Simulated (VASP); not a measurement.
The system is Ge.

```
CELL_PARAMETERS angstrom
-2.57449 2.57449 1.39741
2.57449 -2.57449 1.39741
2.57449 2.57449 -1.39741
ATOMIC_POSITIONS crystal
Ge 0.50000 0.50000 0.00000
Ge 0.25000 0.75000 0.50000
```

| Quantity | Value |
| --- | --- |
| Program | VASP 6.6.1 |
| Task | relaxation of cell and atoms |
| Functional | BLYP |
| Dispersion | D4 |
| Potentials or basis | VASP PAW PBE potentials, release 64 (Ge_d) |
| Cutoff | 600 eV |
| k mesh | 11 × 11 × 11 |
| Occupations | fermi-dirac, width 0.05 eV |
| Spin | no spin polarisation |

At the start: pressure 3.6 GPa; volume 18.52 Å³/atom.

Task: How do energy, volume and symmetry change on relaxing?

Result: Over 4 steps the energy falls by 10.6 meV/atom and the volume is 19.48 Å³/atom (+5.2 %); space group I4_1/amd (No. 141, to 0.1 Å) before and after.

Step by step:
| step | energy change (eV) | largest force (eV/Å) | pressure (GPa) | volume (Å³) |
| --- | --- | --- | --- | --- |
| 1 | 0.0000 | 0.0000 | 3.57 | 37.05 |
| 2 | -0.0207 | 0.0000 | -0.32 | 39.30 |
| 3 | -0.0211 | 0.0000 | -0.17 | 39.07 |
| 4 | -0.0212 | 0.0000 | 0.11 | 38.97 |

Final structure:
```yaml
crystal:
  lattice:
    - [-2.61894, 2.61894, 1.42042]
    - [2.61894, -2.61894, 1.42042]
    - [2.61894, 2.61894, -1.42042]
  atoms:
    - { symbol: Ge, position: [0.50000, 0.50000, 0.00000] }
    - { symbol: Ge, position: [0.25000, 0.75000, 0.50000] }
```

Caveat: the PAW data sets were made with another functional, which shifts forces and pressure a little.
